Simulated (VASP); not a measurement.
# LaAl3Ag (Cmcm) in VASP: single point with PBE+D3(BJ)

Aim: the single point of LaAl3Ag with PBE+D3(BJ).

Everything below comes from runs of VASP 6.6.1. Logs are shortened: lines on timing, memory, paths and dates and some standing lists are left out, and cuts for length are marked.

### Step 1. The cell of the first run

Symmetry: Cmcm, No. 63, orthorhombic system. Conventional cell: a = 6.300 Å, b = 10.703 Å, c = 6.057 Å, α = 90.00°, β = 90.00°, γ = 90.00°. Within 4.2 Å of La (site symmetry m2m) lie 12 Al at 3.22 to 3.48 Å and 5 Ag at 3.35 to 3.76 Å. Within 3.3 Å of Al (site symmetry m2m) lie 1 Ag at 2.52 Å and 4 Al at 2.65 Å and 4 La at 3.22 to 3.28 Å. Al (site symmetry 2) has 2 Ag at 2.60 Å and 6 Al at 2.65 to 3.52 Å and 4 La at 3.44 to 3.48 Å within 3.6 Å. Ag (site symmetry m2m) has 5 Al at 2.52 to 2.60 Å and 4 La at 3.35 to 3.53 Å within 3.6 Å.

### Step 2. Single point, PBE+D3(BJ)

INCAR reads:

```
SYSTEM = LaAl3Ag
PREC = Accurate
ENCUT = 520
EDIFF = 1E-6
ISMEAR = 0
SIGMA = 0.1
LREAL = .False.
LASPH = .True.
NELM = 100
ALGO = Normal
ISIF = 2
LWAVE = .False.
LCHARG = .False.
GGA = PE
IVDW = 12
NBANDS = 42
LUSENCCL = .False.
```

KPOINTS reads:

```
regular mesh
0
Gamma
  6 6 6
  0 0 0
```

POSCAR reads:

```
LaAl3Ag
1.0
    3.1498792532     -5.3515928210      0.0000000000
    3.1498792532      5.3515928210      0.0000000000
    0.0000000000      0.0000000000      6.0573628404
La Al Ag
2 6 2
Direct
    0.2423798539      0.7576201461      0.2500000000
    0.7576201461      0.2423798539      0.7500000000
    0.6559118756      0.3440881244      0.2500000000
    0.3440881244      0.6559118756      0.7500000000
    0.7209637937      0.7209637937      0.5000000000
    0.7209637937      0.7209637937      0.0000000000
    0.2790362063      0.2790362063      0.5000000000
    0.2790362063      0.2790362063      0.0000000000
    0.8911845136      0.1088154864      0.2500000000
    0.1088154864      0.8911845136      0.7500000000
```

Potentials or basis: VASP PAW PBE potentials, release 64 (La, Al, Ag).

The run is started by

```sh
$ cat potpaw_PBE.64/La/POTCAR potpaw_PBE.64/Al/POTCAR potpaw_PBE.64/Ag/POTCAR > POTCAR
$ mpirun -np 1 vasp_std > vasp.out
```

OUTCAR:

```text
SYSTEM = LaAl3Ag
   PREC = Accurate
   ENCUT = 520
   EDIFF = 1E-6
   ISMEAR = 0
   LREAL = .False.
   LASPH = .True.
   NELM = 100
   ISIF = 2
   GGA = PE
   IVDW = 12
 IVDW          = 12

 ion  position               nearest neighbor table
   1  0.242  0.758  0.250-   4 3.22   4 3.22   3 3.28   3 3.28  10 3.35  10 3.35   5 3.44   6 3.44
                             7 3.44   8 3.44   8 3.48   7 3.48   5 3.48   6 3.48   9 3.53   9 3.53
   2  0.758  0.242  0.750-   3 3.22   3 3.22   4 3.28   4 3.28   9 3.35   9 3.35   5 3.44   6 3.44
                             7 3.44   8 3.44   8 3.48   7 3.48   5 3.48   6 3.48  10 3.53  10 3.53
   3  0.656  0.344  0.250-   9 2.52   6 2.65   7 2.65   8 2.65   5 2.65   2 3.22   2 3.22   1 3.28
                             1 3.28
   4  0.344  0.656  0.750-  10 2.52   6 2.65   7 2.65   8 2.65   5 2.65   1 3.22   1 3.22   2 3.28
                             2 3.28
   5  0.721  0.721  0.500-   9 2.60  10 2.60   3 2.65   4 2.65   7 2.78   6 3.03   6 3.03   2 3.44
                             1 3.44   2 3.48   1 3.48
   6  0.721  0.721  0.000-   9 2.60  10 2.60   3 2.65   4 2.65   8 2.78   5 3.03   5 3.03   2 3.44
                             1 3.44   2 3.48   1 3.48
   7  0.279  0.279  0.500-   9 2.60  10 2.60   3 2.65   4 2.65   5 2.78   8 3.03   8 3.03   2 3.44
                             1 3.44   1 3.48   2 3.48
   8  0.279  0.279  0.000-   9 2.60  10 2.60   3 2.65   4 2.65   6 2.78   7 3.03   7 3.03   2 3.44
                             1 3.44   1 3.48   2 3.48
   9  0.891  0.109  0.250-   3 2.52   5 2.60   6 2.60   7 2.60   8 2.60   2 3.35   2 3.35   1 3.53
                             1 3.53
  10  0.109  0.891  0.750-   4 2.52   5 2.60   6 2.60   7 2.60   8 2.60   1 3.35   1 3.35   2 3.53
                             2 3.53

  LATTYP: Found a base centered orthorhombic cell.
 ALAT       =     6.2997585064
 B/A-ratio  =     1.6989834818
 C/A-ratio  =     0.9615230225

  Lattice vectors:

 A1 = (   3.1498792532,  -5.3515928210,   0.0000000000)
 A2 = (   3.1498792532,   5.3515928210,   0.0000000000)
 A3 = (   0.0000000000,   0.0000000000,   6.0573628404)

Analysis of symmetry for initial positions (statically):
=====================================================================
 Subroutine PRICEL returns:
 Original cell was already a primitive cell.

 Routine SETGRP: Setting up the symmetry group for a
 base centered orthorhombic supercell.

 Subroutine GETGRP returns: Found  8 space group operations
 (whereof  4 operations were pure point group operations)
 out of a pool of  8 trial point group operations.

The static configuration has the point symmetry C_2h.
 The point group associated with its full space group is D_2h.

Analysis of symmetry for dynamics (positions and initial velocities):
=====================================================================
 Subroutine PRICEL returns:
 Original cell was already a primitive cell.

 Routine SETGRP: Setting up the symmetry group for a
 base centered orthorhombic supercell.

 Subroutine GETGRP returns: Found  8 space group operations
 (whereof  4 operations were pure point group operations)
 out of a pool of  8 trial point group operations.

The dynamic configuration has the point symmetry C_2h.
 The point group associated with its full space group is D_2h.

 Subroutine INISYM returns: Found  8 space group operations
 (whereof  4 operations are pure point group operations),
 and found     1 'primitive' translations

----------------------------------------------------------------------------------------

                                     Primitive cell

  volume of cell :     204.2164

  direct lattice vectors                    reciprocal lattice vectors
     3.149879253 -5.351592821  0.000000000     0.158736243 -0.093430128  0.000000000
     3.149879253  5.351592821  0.000000000     0.158736243  0.093430128 -0.000000000
     0.000000000  0.000000000  6.057362840    -0.000000000  0.000000000  0.165088344

  length of vectors
     6.209773348  6.209773348  6.057362840     0.184191161  0.184191161  0.165088344

  position of ions in fractional coordinates (direct lattice)
     0.242379854  0.757620146  0.250000000
     0.757620146  0.242379854  0.750000000
     0.655911876  0.344088124  0.250000000
     0.344088124  0.655911876  0.750000000
     0.720963794  0.720963794  0.500000000
     0.720963794  0.720963794  0.000000000
[... 27 lines left out ...]

  Cartesian coordinates                     Fractional coordinates (reciprocal lattice)
     0.026456041 -0.015571688  0.000000000     0.166666667  0.000000000  0.000000000
     0.026456041  0.015571688 -0.000000000     0.000000000  0.166666667  0.000000000
    -0.000000000  0.000000000  0.027514724     0.000000000  0.000000000  0.166666667

  Length of vectors
     0.030698527  0.030698527  0.027514724

  Shift w.r.t. Gamma in fractional coordinates (k-lattice)
     0.000000000  0.000000000  0.000000000

 Subroutine IBZKPT returns following result:
 ===========================================

 Found     52 irreducible k-points:

 Following reciprocal coordinates:
            Coordinates               Weight
  0.000000  0.000000  0.000000      1.000000
  0.166667  0.000000  0.000000      4.000000
  0.333333  0.000000  0.000000      4.000000
  0.500000  0.000000  0.000000      2.000000
  0.166667  0.166667  0.000000      2.000000
  0.333333  0.166667  0.000000      4.000000
[... 16 lines left out ...]
  0.333333  0.333333  0.166667      4.000000
  0.500000  0.333333  0.166667      8.000000
 [... further k-points ...]
   k-points           NKPTS =     52   k-points in BZ     NKDIM =     52   number of bands    NBANDS=     42
   number of dos      NEDOS =    301   number of ions     NIONS =     10
   total plane-waves  NPLWV = 110592
   dimension x,y,z NGX =    48 NGY =   48 NGZ =   48
   dimension x,y,z NGXF=    96 NGYF=   96 NGZF=   96
   ions per type =               2   6   2
   NGX,Y,Z   is equivalent  to a cutoff of  12.85, 12.85, 13.17 a.u.
   NGXF,Y,Z  is equivalent  to a cutoff of  25.70, 25.70, 26.35 a.u.
 SYSTEM =  LaAl3Ag
   PREC   = accura    normal or accurate (medium, high low for compatibility)
   ISTART =      0    job   : 0-new  1-cont  2-samecut
   ICHARG =      2    charge: 1-file 2-atom 10-const
   ISPIN  =      1    spin polarized calculation?
   LNONCOLLINEAR =      F non collinear calculations
   LSORBIT =      F    spin-orbit coupling
   LASPH  =      T    aspherical Exc in radial PAW
   ENCUT  =  520.0 eV  38.22 Ry    6.18 a.u.  11.55 11.55 11.26*2*pi/ulx,y,z
   NELM   =    100;   NELMIN=  2; NELMDL= -5     # of ELM steps
   EDIFF  = 0.1E-05   stopping-criterion for ELM
   LREAL  =      F    real-space projection
   EDIFFG = 0.1E-04   stopping-criterion for IOM
   NSW    =      0    number of steps for IOM
   IBRION =     -1    ionic relax: 0-MD 1-quasi-New 2-CG
   NFREE  =      0    steps in history (QN), initial steepest desc. (CG)
   ISIF   =      2    stress and relaxation
   ISYM   =      2    0-nonsym 1-usesym 2-fastsym
   POTIM  = 0.5000    time-step for ionic-motion
   TEBEG  =    0.0;   TEEND  =   0.0 temperature during run
   PSTRESS=    0.0 pullay stress
   NELECT =      62.0000    total number of electrons
   NUPDOWN=      -1.0000    fix difference up-down
   EMIN   =  10.00;   EMAX   =-10.00  energy-range for DOS
   EFERMI =   0.00;   METHOD = LEGACY
   ISMEAR =     0;   SIGMA  =   0.10  broadening in eV -4-tet -1-fermi 0-gaus
   EFERMI_NEDOS =   21; number of points for ismear=-14 and -15
   IALGO  =     38    algorithm
   IMIX   =      4    mixing-type and parameters
     AMIX     =   0.40;   BMIX     =  1.00
     AMIX_MAG =   1.60;   BMIX_MAG =  1.00
  volume/ion in A,a.u.               =      20.42       137.81
  Fermi-wavevector in a.u.,A,eV,Ry     =   1.100293  2.079253 16.471836  1.210646
  Thomas-Fermi vector in A             =   2.236702
   LORBIT       =      0    0 simple, 1 ext, 2 COOP (PROOUT), +10 PAW based schemes
   GGA     = PE    functional components
   LHFCALC =     F    Hartree Fock is set to
   AEXX    =    0.0000 exact exchange contribution
   IVDW    =    12    specifies the selected vdW correction
   LEPSILON=     F    determine dielectric tensor
   LRPA    =     F    only Hartree local field effects (RPA)
 non-spin polarized calculation
 Gauss-broadening in eV      SIGMA  =   0.10
  energy-cutoff  :      520.00
  volume of cell :      204.22
 maximum number of plane-waves:      5526
 NGX is ok and might be reduce to    48
   NGX = 23   NGY = 23   NGZ = 23

 number of electron      62.0000001 magnetization

 Free energy of the ion-electron system (eV)
  ---------------------------------------------------
  ext. energy  EPLUGINS =         0.00000000
  ---------------------------------------------------
  free energy    TOTEN  =       -42.05867404 eV

  energy without entropy =      -42.04407592  energy(sigma->0) =      -42.05137498

 E-fermi :   8.0055     XC(G=0): -10.3604

 val. band max:        7.9701514785   @ k =   0.1667   0.1667   0.3333
 cond. band min:       8.0249037951   @ k =   0.3333   0.3333   0.1667
 fundamental gap:      0.0547523167
 Fermi energy:         8.0055160855

 k-point     1 :       0.0000    0.0000    0.0000
  band No.  band energies     occupation
      1     -24.5168      2.00000
      2     -24.4947      2.00000
      3      -8.3807      2.00000
      4      -8.3490      2.00000
      5      -8.3371      2.00000
      6      -8.2866      2.00000
[... 1069 lines left out ...]
     41      10.0867      0.00000
     42      10.1520      0.00000

 [... further k-points ...]

------------------------ aborting loop because EDIFF is reached ----------------------------------------

 Edisp (eV)   -3.93855

 E8    (eV) :    -1.8874

  FORCE on cell =-STRESS in cart. coord.  units (eV):
  Direction    XX          YY          ZZ          XY          YZ          ZX
  --------------------------------------------------------------------------------------
  -------------------------------------------------------------------------------------
  Total      -0.11912    -0.12320    -0.13901     0.00000     0.00000     0.00000
  in kB      -0.93452    -0.96655    -1.09063     0.00000     0.00000     0.00000
  external pressure =       -1.00 kB  Pullay stress =        0.00 kB

 VOLUME and BASIS-vectors are now :
 -----------------------------------------------------------------------------
  energy-cutoff  :      520.00
  volume of cell :      204.22
      direct lattice vectors                 reciprocal lattice vectors
     3.149879253 -5.351592821  0.000000000     0.158736243 -0.093430128  0.000000000
     3.149879253  5.351592821  0.000000000     0.158736243  0.093430128 -0.000000000
     0.000000000  0.000000000  6.057362840    -0.000000000  0.000000000  0.165088344

 POSITION                                       TOTAL-FORCE (eV/Angst)
 -----------------------------------------------------------------------------------
      3.14988      2.75736      1.51434         0.000000     -0.002208      0.000000
      3.14988     -2.75736      4.54302         0.000000      0.002208      0.000000
      3.14988     -1.66875      1.51434         0.000000     -0.001066      0.000000
      3.14988      1.66875      4.54302         0.000000      0.001066      0.000000
      4.54190      0.00000      3.02868        -0.001437     -0.000000      0.000000
      4.54190      0.00000      0.00000        -0.001437     -0.000000     -0.000000
      1.75786      0.00000      3.02868         0.001437     -0.000000     -0.000000
      1.75786      0.00000      0.00000         0.001437     -0.000000      0.000000
      3.14988     -4.18692      1.51434         0.000000      0.004081     -0.000000
      3.14988      4.18692      4.54302         0.000000     -0.004081      0.000000
 -----------------------------------------------------------------------------------
    total drift:                                0.000000      0.000000      0.000000

  FREE ENERGIE OF THE ION-ELECTRON SYSTEM (eV)
  ---------------------------------------------------
  free  energy   TOTEN  =       -45.9972247341 eV

  energy  without entropy=      -45.9826266127  energy(sigma->0) =      -45.98992567
```

Wall time 4.6 min (1 × NVIDIA H100 80GB with 1 thread of AMD EPYC 7R13 (Zen 3), shared host); peak memory 1.7 GiB.

What came out:

```yaml
Free_energy: -45.9972 eV
Pressure: -0.1 GPa
Largest_force: 0.004 eV/Å
Band_gap_on_the_k_mesh: zero (bands 31 and 32 overlap by 1.41 eV)
Dispersion_energy_per_atom: -0.394 eV
```

Forces in eV/Å, atoms in the order of the input:
```
La   0.000 -0.002  0.000
La   0.000  0.002  0.000
Al   0.000 -0.001  0.000
Al   0.000  0.001  0.000
Al  -0.001  0.000  0.000
Al  -0.001  0.000  0.000
Al   0.001  0.000  0.000
Al   0.001  0.000  0.000
Ag   0.000  0.004  0.000
Ag   0.000 -0.004  0.000
```

Caveat: spin-orbit coupling is left out, which moves the levels of the heavy elements.
